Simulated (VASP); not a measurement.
Si2W:

```
W Si
1.0
    -1.60690    1.60690    3.91495
     1.60690   -1.60690    3.91495
     1.60690    1.60690   -3.91495
W Si
1 2
Direct
  0.00000 0.00000 0.00000
  0.66530 0.66530 0.00000
  0.33470 0.33470 0.00000
```

```yaml
Program: VASP 6.6.1
Task: relaxation of cell and atoms
Functional: revPBE
Dispersion: D4
Potentials_or_basis: VASP PAW PBE potentials, release 64 (W_sv, Si)
Cutoff: 600 eV
k_mesh: 12 × 12 × 12
Occupations: fermi-dirac, width 0.05 eV
Spin: no spin polarisation
```

At the start: pressure -5.5 GPa; volume 13.48 Å³/atom.

Problem. How do energy, volume and symmetry change on relaxing?

Solution. Over 7 steps the energy falls by 6.1 meV/atom and the volume is 13.15 Å³/atom (-2.4 %); space group I4/mmm (No. 139, to 0.05 Å).

Step by step:
```tsv
step	energy change (eV)	largest force (eV/Å)	pressure (GPa)	volume (Å³)
1	0.0000	0.0752	-5.55	40.44
2	0.0409	0.1868	11.70	37.77
3	-0.0175	0.1151	0.02	39.46
4	-0.0175	0.1159	0.13	39.45
5	-0.0183	0.0072	0.06	39.43
6	-0.0183	0.0219	0.07	39.43
7	-0.0184	0.0066	-0.09	39.46
```

Final structure:
```
W Si
1.0
    -1.59205    1.59205    3.89160
     1.59205   -1.59205    3.89160
     1.59205    1.59205   -3.89160
W Si
1 2
Direct
  0.00000 0.00000 0.00000
  0.66617 0.66617 0.00000
  0.33383 0.33383 0.00000
```

Caveat: the PAW data sets were made with another functional, which shifts forces and pressure a little; pairwise dispersion overbinds metals, which lowers pressure and volume.
